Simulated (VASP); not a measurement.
# Ga (I-43d) in VASP: further runs

Runs on Ga. Level: PBEsol. Tasks: single point.

All numbers are computed with VASP 6.6.1; they aren't measurements. Logs are shortened: lines on timing, memory, paths and dates and some standing lists are left out, and cuts for length are marked.

## (1) The cell of the first run

The structure is cubic, space group I-43d (No. 220). Conventional cell: a = 5.951 Å, b = 5.951 Å, c = 5.951 Å, α = 90.00°, β = 90.00°, γ = 90.00°. Within 3.7 Å of Ga (site symmetry -4) lie 12 Ga at 2.78 to 3.33 Å.

## (2) Single point, PBEsol

The input, INCAR:

```
ALGO     = Normal         # electronic algorithm
EDIFF    = 1E-6           # SCF threshold, eV
ENCUT    = 520            # plane-wave cutoff, eV
GGA      = PS             # functional
ISIF     = 2              # what is computed and relaxed
ISMEAR   = 0              # smearing method
LASPH    = True           # aspherical terms in the spheres
LCHARG   = True           # write CHGCAR
LELF     = True           # ELF
LREAL    = False          # projectors in reciprocal space
LVHAR    = True         
LWAVE    = False          # write WAVECAR
NBANDS   = 48             # bands
NELM     = 100            # most SCF steps
PREC     = Accurate       # precision mode
SIGMA    = 0.1            # smearing width, eV
```

The input, KPOINTS:

```
k-points
0
Gamma
  4 4 4
```

The input, POSCAR:

```
Ga
1.0
   -2.9755000000      2.9755000000      2.9755000000
    2.9755000000     -2.9755000000      2.9755000000
    2.9755000000      2.9755000000     -2.9755000000
Ga
6
Direct
    0.2500000000      0.6250000000      0.3750000000
    0.3750000000      0.2500000000      0.6250000000
    0.7500000000      0.8750000000      0.1250000000
    0.1250000000      0.7500000000      0.8750000000
    0.6250000000      0.3750000000      0.2500000000
    0.8750000000      0.1250000000      0.7500000000
```

Potentials or basis: VASP PAW PBE potentials, release 64 (Ga_d).

Command:

```sh
> cat potpaw_PBE.64/Ga_d/POTCAR > POTCAR
> mpirun -np 1 vasp_std > vasp.out
```

OUTCAR:

```text
EDIFF = 1E-6
   ENCUT = 520
   GGA = PS
   ISIF = 2
   ISMEAR = 0
   LASPH = True
   LREAL = False
   NELM = 100
   PREC = Accurate

 ion  position               nearest neighbor table
   1  0.250  0.625  0.375-   2 2.78   2 2.78   4 2.78   5 2.78   4 2.78   6 2.78   6 2.78   5 2.78

   2  0.375  0.250  0.625-   5 2.78   1 2.78   5 2.78   6 2.78   1 2.78   6 2.78   3 2.78   3 2.78

   3  0.750  0.875  0.125-   6 2.78   4 2.78   5 2.78   6 2.78   5 2.78   4 2.78   2 2.78   2 2.78

   4  0.125  0.750  0.875-   3 2.78   1 2.78   3 2.78   6 2.78   1 2.78   5 2.78   6 2.78   5 2.78

   5  0.625  0.375  0.250-   1 2.78   2 2.78   3 2.78   2 2.78   3 2.78   4 2.78   1 2.78   4 2.78

   6  0.875  0.125  0.750-   2 2.78   3 2.78   4 2.78   3 2.78   2 2.78   1 2.78   4 2.78   1 2.78

  LATTYP: Found a body centered cubic cell.
 ALAT       =     5.9510000000

  Lattice vectors:

 A1 = (  -2.9755000000,   2.9755000000,   2.9755000000)
 A2 = (   2.9755000000,  -2.9755000000,   2.9755000000)
 A3 = (   2.9755000000,   2.9755000000,  -2.9755000000)

Analysis of symmetry for initial positions (statically):
=====================================================================
 Subroutine PRICEL returns:
 Original cell was already a primitive cell.

 Routine SETGRP: Setting up the symmetry group for a
 body centered cubic supercell.

 Subroutine GETGRP returns: Found 24 space group operations
 (whereof  3 operations were pure point group operations)
 out of a pool of 48 trial point group operations.

The static configuration has the point symmetry C_3 .
 The point group associated with its full space group is T_d .

Analysis of symmetry for dynamics (positions and initial velocities):
=====================================================================
 Subroutine PRICEL returns:
 Original cell was already a primitive cell.

 Routine SETGRP: Setting up the symmetry group for a
 body centered cubic supercell.

 Subroutine GETGRP returns: Found 24 space group operations
 (whereof  3 operations were pure point group operations)
 out of a pool of 48 trial point group operations.

The dynamic configuration has the point symmetry C_3 .
 The point group associated with its full space group is T_d .

 Subroutine INISYM returns: Found 24 space group operations
 (whereof  3 operations are pure point group operations),
 and found     1 'primitive' translations

----------------------------------------------------------------------------------------

                                     Primitive cell

  volume of cell :     105.3756

  direct lattice vectors                    reciprocal lattice vectors
    -2.975500000  2.975500000  2.975500000     0.000000000  0.168038985  0.168038985
     2.975500000 -2.975500000  2.975500000     0.168038985  0.000000000  0.168038985
     2.975500000  2.975500000 -2.975500000     0.168038985  0.168038985  0.000000000

  length of vectors
     5.153717178  5.153717178  5.153717178     0.237643012  0.237643012  0.237643012

  position of ions in fractional coordinates (direct lattice)
     0.250000000  0.625000000  0.375000000
     0.375000000  0.250000000  0.625000000
     0.750000000  0.875000000  0.125000000
     0.125000000  0.750000000  0.875000000
     0.625000000  0.375000000  0.250000000
     0.875000000  0.125000000  0.750000000

  ion indices of the primitive-cell ions
   primitive index   ion index
                 1           1
                 2           2
                 3           3
                 4           4
                 5           5
                 6           6

----------------------------------------------------------------------------------------

 KPOINTS: k-points

Automatic generation of k-mesh.
 Grid dimensions read from file:
 generate k-points for:    4    4    4

 Generating k-lattice:

  Cartesian coordinates                     Fractional coordinates (reciprocal lattice)
     0.000000000  0.042009746  0.042009746     0.250000000  0.000000000  0.000000000
     0.042009746  0.000000000  0.042009746     0.000000000  0.250000000  0.000000000
     0.042009746  0.042009746  0.000000000     0.000000000  0.000000000  0.250000000

  Length of vectors
     0.059410753  0.059410753  0.059410753

  Shift w.r.t. Gamma in fractional coordinates (k-lattice)
     0.000000000  0.000000000  0.000000000

 Subroutine IBZKPT returns following result:
 ===========================================

 Found      8 irreducible k-points:

 Following reciprocal coordinates:
            Coordinates               Weight
  0.000000  0.000000  0.000000      1.000000
  0.250000  0.000000  0.000000     12.000000
  0.500000  0.000000  0.000000      6.000000
  0.250000  0.250000  0.000000     24.000000
  0.250000  0.250000  0.250000      2.000000
 -0.250000  0.250000  0.250000      6.000000
  0.500000  0.500000  0.250000     12.000000
  0.500000  0.500000  0.500000      1.000000
   k-points           NKPTS =      8   k-points in BZ     NKDIM =      8   number of bands    NBANDS=     48
   number of dos      NEDOS =    301   number of ions     NIONS =      6
   total plane-waves  NPLWV =  64000
   dimension x,y,z NGX =    40 NGY =   40 NGZ =   40
   dimension x,y,z NGXF=    80 NGYF=   80 NGZF=   80
   ions per type =               6
   NGX,Y,Z   is equivalent  to a cutoff of  12.90, 12.90, 12.90 a.u.
   NGXF,Y,Z  is equivalent  to a cutoff of  25.81, 25.81, 25.81 a.u.
 SYSTEM =  unknown system
   PREC   = accura    normal or accurate (medium, high low for compatibility)
   ISTART =      0    job   : 0-new  1-cont  2-samecut
   ICHARG =      2    charge: 1-file 2-atom 10-const
   ISPIN  =      1    spin polarized calculation?
   LNONCOLLINEAR =      F non collinear calculations
   LSORBIT =      F    spin-orbit coupling
   LASPH  =      T    aspherical Exc in radial PAW
   ENCUT  =  520.0 eV  38.22 Ry    6.18 a.u.   9.58  9.58  9.58*2*pi/ulx,y,z
   NELM   =    100;   NELMIN=  2; NELMDL= -5     # of ELM steps
   EDIFF  = 0.1E-05   stopping-criterion for ELM
   LREAL  =      F    real-space projection
   EDIFFG = 0.1E-04   stopping-criterion for IOM
   NSW    =      0    number of steps for IOM
   IBRION =     -1    ionic relax: 0-MD 1-quasi-New 2-CG
   NFREE  =      0    steps in history (QN), initial steepest desc. (CG)
   ISIF   =      2    stress and relaxation
   ISYM   =      2    0-nonsym 1-usesym 2-fastsym
   POTIM  = 0.5000    time-step for ionic-motion
   TEBEG  =    0.0;   TEEND  =   0.0 temperature during run
   PSTRESS=    0.0 pullay stress
   NELECT =      78.0000    total number of electrons
   NUPDOWN=      -1.0000    fix difference up-down
   EMIN   =  10.00;   EMAX   =-10.00  energy-range for DOS
   EFERMI =   0.00;   METHOD = LEGACY
   ISMEAR =     0;   SIGMA  =   0.10  broadening in eV -4-tet -1-fermi 0-gaus
   EFERMI_NEDOS =   21; number of points for ismear=-14 and -15
   IALGO  =     38    algorithm
   IMIX   =      4    mixing-type and parameters
     AMIX     =   0.40;   BMIX     =  1.00
     AMIX_MAG =   1.60;   BMIX_MAG =  1.00
  volume/ion in A,a.u.               =      17.56       118.52
  Fermi-wavevector in a.u.,A,eV,Ry     =   1.480902  2.798500 29.838552  2.193072
  Thomas-Fermi vector in A             =   2.594879
   LORBIT       =      0    0 simple, 1 ext, 2 COOP (PROOUT), +10 PAW based schemes
   GGA     = PS    functional components
   LHFCALC =     F    Hartree Fock is set to
   AEXX    =    0.0000 exact exchange contribution
   IVDW    =     0    specifies the selected vdW correction
   LEPSILON=     F    determine dielectric tensor
   LRPA    =     F    only Hartree local field effects (RPA)
 non-spin polarized calculation
 Gauss-broadening in eV      SIGMA  =   0.10
  energy-cutoff  :      520.00
  volume of cell :      105.38
 maximum number of plane-waves:      2899
 NGX is ok and might be reduce to    40
   NGX = 19   NGY = 19   NGZ = 19

 number of electron      77.9999937 magnetization

 Free energy of the ion-electron system (eV)
  ---------------------------------------------------
  ext. energy  EPLUGINS =         0.00000000
  ---------------------------------------------------
  free energy    TOTEN  =       -20.10678870 eV

  energy without entropy =      -20.07557746  energy(sigma->0) =      -20.09118308

 E-fermi :   5.7362     XC(G=0): -11.4975

 val. band max:        5.7170873206   @ k =   0.2500   0.0000   0.0000
 cond. band min:       5.7677774051   @ k =   0.2500   0.2500   0.2500
 fundamental gap:      0.0506900845
 Fermi energy:         5.7361597622

 k-point     1 :       0.0000    0.0000    0.0000
  band No.  band energies     occupation
      1      -9.0075      2.00000
      2      -8.9658      2.00000
      3      -8.9658      2.00000
      4      -8.9283      2.00000
      5      -8.9283      2.00000
      6      -8.9283      2.00000
[... 40 lines left out ...]
     47      12.3482      0.00000
     48      12.3482      0.00000

 k-point     2 :       0.2500    0.0000    0.0000
  band No.  band energies     occupation
      1      -9.0226      2.00000
      2      -9.0165      2.00000
      3      -9.0017      2.00000
      4      -8.9826      2.00000
      5      -8.9560      2.00000
      6      -8.9454      2.00000
[... 40 lines left out ...]
     47      13.0898      0.00000
     48      14.0321      0.00000

 k-point     3 :       0.5000    0.0000    0.0000
  band No.  band energies     occupation
      1      -9.0602      2.00000
      2      -9.0602      2.00000
      3      -8.9812      2.00000
      4      -8.9812      2.00000
      5      -8.9535      2.00000
      6      -8.9535      2.00000
[... 244 lines left out ...]
     47      12.3775      0.00000
     48      12.3775      0.00000

 k-point     8 :       0.5000    0.5000    0.5000
  band No.  band energies     occupation
      1      -9.0265      2.00000
      2      -9.0265      2.00000
      3      -9.0265      2.00000
      4      -9.0265      2.00000
      5      -9.0265      2.00000
      6      -9.0265      2.00000
[... 40 lines left out ...]
     47      14.0069      0.00000
     48      14.0069      0.00000

------------------------ aborting loop because EDIFF is reached ----------------------------------------

  FORCE on cell =-STRESS in cart. coord.  units (eV):
  Direction    XX          YY          ZZ          XY          YZ          ZX
  --------------------------------------------------------------------------------------
  -------------------------------------------------------------------------------------
  Total        0.8316889      0.8316889      0.8316889      0.0000000     -0.0000000      0.0000000
  in kB       12.6453733     12.6453733     12.6453733      0.0000000     -0.0000000      0.0000000
  external PRESSURE =      12.6453733 kB  Pullay stress =       0.0000000 kB

 VOLUME and BASIS-vectors are now :
 -----------------------------------------------------------------------------
  energy-cutoff  :      520.00
  volume of cell :      105.38
      direct lattice vectors                 reciprocal lattice vectors
    -2.975500000  2.975500000  2.975500000     0.000000000  0.168038985  0.168038985
     2.975500000 -2.975500000  2.975500000     0.168038985  0.000000000  0.168038985
     2.975500000  2.975500000 -2.975500000     0.168038985  0.168038985  0.000000000

 POSITION                                       TOTAL-FORCE (eV/Angst)
 -----------------------------------------------------------------------------------
      2.23163     -0.00000      1.48775        -0.000000     -0.000000      0.000000
      1.48775      2.23162     -0.00000        -0.000000      0.000000     -0.000000
      0.74388     -0.00000      4.46325         0.000000     -0.000000     -0.000000
      4.46325      0.74388      0.00000        -0.000000     -0.000000     -0.000000
     -0.00000      1.48775      2.23162        -0.000000      0.000000      0.000000
      0.00000      4.46325      0.74388         0.000000      0.000000     -0.000000
 -----------------------------------------------------------------------------------
    total drift:                                0.000000      0.000000      0.000000

  FREE ENERGIE OF THE ION-ELECTRON SYSTEM (eV)
  ---------------------------------------------------
  free  energy   TOTEN  =       -20.1067887022 eV

  energy  without entropy=      -20.0755774604  energy(sigma->0) =      -20.09118308
```

Wall time 21 s (1 thread of Intel Xeon 6975P-C (Granite Rapids), shared host); peak memory 0.24 GiB.

What came out:

```
Free energy            : -20.1068 eV
Pressure               : 1.3 GPa
Band gap on the k mesh : zero (band 39 reaches 7.93 eV, above the bottom of band 40 at 3.97 eV)
```

Levels at points of the mesh, in eV from the Fermi level:
```tsv
k point	band 36	band 37	band 38	band 39	band 40	band 41	band 42	band 43
(0.00, 0.00, 0.00)	-2.73	-2.15	-2.15	-2.15	-1.77	-1.77	-1.77	-1.64
(0.50, 0.00, 0.00)	-4.47	-0.67	-0.67	-0.08	-0.08	3.25	3.25	3.64
(0.50, 0.50, 0.50)	-6.93	1.72	1.72	1.92	1.92	1.92	1.92	1.92
```

Caveat: the k points lie up to 0.37 Å⁻¹ apart; the PAW data sets were made with another functional, which shifts forces and pressure a little.

## (3) Single point, PBEsol (volume scaled by 0.94)

The input, INCAR:

```
PREC     = Accurate       # precision mode
ENCUT    = 520            # plane-wave cutoff, eV
EDIFF    = 1E-6           # SCF threshold, eV
ISMEAR   = 0              # smearing method
SIGMA    = 0.1            # smearing width, eV
LREAL    = F              # projectors in reciprocal space
LASPH    = T              # aspherical terms in the spheres
NELM     = 100            # most SCF steps
ALGO     = Fast           # electronic algorithm
ISIF     = 2              # what is computed and relaxed
LWAVE    = F              # write WAVECAR
LCHARG   = F              # write CHGCAR
GGA      = PS             # functional
NBANDS   = 48             # bands
```

The input, KPOINTS:

```
Automatic mesh
0
Gamma
  8 8 8
```

Edit POSCAR of step 2 so:

```diff
@@ -2,5 +2,5 @@
 1.0
-   -2.9755000000      2.9755000000      2.9755000000
-    2.9755000000     -2.9755000000      2.9755000000
-    2.9755000000      2.9755000000     -2.9755000000
+   -2.9232414628      2.9232414628      2.9232414628
+    2.9232414628     -2.9232414628      2.9232414628
+    2.9232414628      2.9232414628     -2.9232414628
 Ga
```

Potentials or basis: VASP PAW PBE potentials, release 64 (Ga_d).

Command:

```sh
> cat potpaw_PBE.64/Ga_d/POTCAR > POTCAR
> mpirun -np 1 vasp_std > vasp.out
```

Run time: 80 s. Hardware: 1 thread of Intel Xeon 6975P-C (Granite Rapids), shared host; peak memory 0.28 GiB.

It converged, with:

```yaml
Free_energy: -19.9061 eV
Pressure: 4.4 GPa
Band_gap_on_the_k_mesh: zero (band 39 reaches 8.54 eV, above the bottom of band 40 at 4.36 eV)
```

Levels at points of the mesh, in eV from the Fermi level:
```
           k point  band 36  band 37  band 38  band 39  band 40  band 41  band 42  band 43
(0.00, 0.00, 0.00)    -2.99    -2.61    -2.61    -2.61    -2.19    -2.19    -2.19    -2.08
(0.50, 0.00, 0.00)    -4.96    -1.04    -1.04    -0.28    -0.28     3.08     3.08     3.51
(0.50, 0.50, 0.50)    -7.46     1.45     1.45     1.72     1.72     1.72     1.72     1.72
```

Caveat: the PAW data sets were made with another functional, which shifts forces and pressure a little.

## (4) Single point, PBEsol (volume scaled by 0.97)

The input, INCAR:

```
SYSTEM = Ga
PREC = Accurate ; ENCUT = 520
EDIFF = 1E-6 ; ISMEAR = 0
SIGMA = 0.1 ; LREAL = .FALSE.
LASPH = .TRUE. ; NELM = 100
ALGO = Fast ; ISIF = 2
LWAVE = .FALSE. ; LCHARG = .FALSE.
GGA = PS ; NBANDS = 48
```

The input, KPOINTS:

```
regular mesh
0
G
  8 8 8
  0 0 0
```

Edit POSCAR of step 3 so:

```diff
@@ -2,5 +2,5 @@
 1.0
-   -2.9232414628      2.9232414628      2.9232414628
-    2.9232414628     -2.9232414628      2.9232414628
-    2.9232414628      2.9232414628     -2.9232414628
+   -2.9540146870      2.9540146870      2.9540146870
+    2.9540146870     -2.9540146870      2.9540146870
+    2.9540146870      2.9540146870     -2.9540146870
 Ga
```

Command:

```sh
> cat potpaw_PBE.64/Ga_d/POTCAR > POTCAR
> mpirun -np 1 vasp_std > vasp.out
```

It took 69 s on 1 thread of Intel Xeon 6975P-C (Granite Rapids), shared host; peak memory 0.28 GiB.

The run converged. Its results:

- Free energy: -19.9693 eV
- Pressure: 2.0 GPa
- Band gap on the k mesh: zero (band 39 reaches 8.18 eV, above the bottom of band 40 at 4.13 eV)

Levels at points of the mesh, in eV from the Fermi level:
| k point | band 36 | band 37 | band 38 | band 39 | band 40 | band 41 | band 42 | band 43 |
| --- | --- | --- | --- | --- | --- | --- | --- | --- |
| (0.00, 0.00, 0.00) | -2.99 | -2.49 | -2.49 | -2.49 | -2.09 | -2.09 | -2.09 | -1.97 |
| (0.50, 0.00, 0.00) | -4.82 | -0.97 | -0.97 | -0.31 | -0.31 | 3.03 | 3.03 | 3.44 |
| (0.50, 0.50, 0.50) | -7.29 | 1.46 | 1.46 | 1.69 | 1.69 | 1.69 | 1.69 | 1.69 |

Caveat: the PAW data sets were made with another functional, which shifts forces and pressure a little.

## (5) Overview

```csv
cell,k mesh,gap on the mesh (eV),pressure (GPa)
"a = 5.154 Å, angles 109.5°, 6 atoms",4 × 4 × 4,none,1.3
"a = 5.063 Å, angles 109.5°, 6 atoms",8 × 8 × 8,none,4.4
"a = 5.117 Å, angles 109.5°, 6 atoms",8 × 8 × 8,none,2.0
```

Alike in all rows: task single point; level PBEsol; potentials or basis VASP PAW PBE potentials, release 64 (Ga_d); no spin polarisation; cutoff (eV) 520; smearing gaussian 0.1 eV.

Caveats: some runs use coarse meshes; the PAW data sets were made with another functional, which shifts forces and pressure a little.

Absolute energies hang on the potentials; compare differences alone.
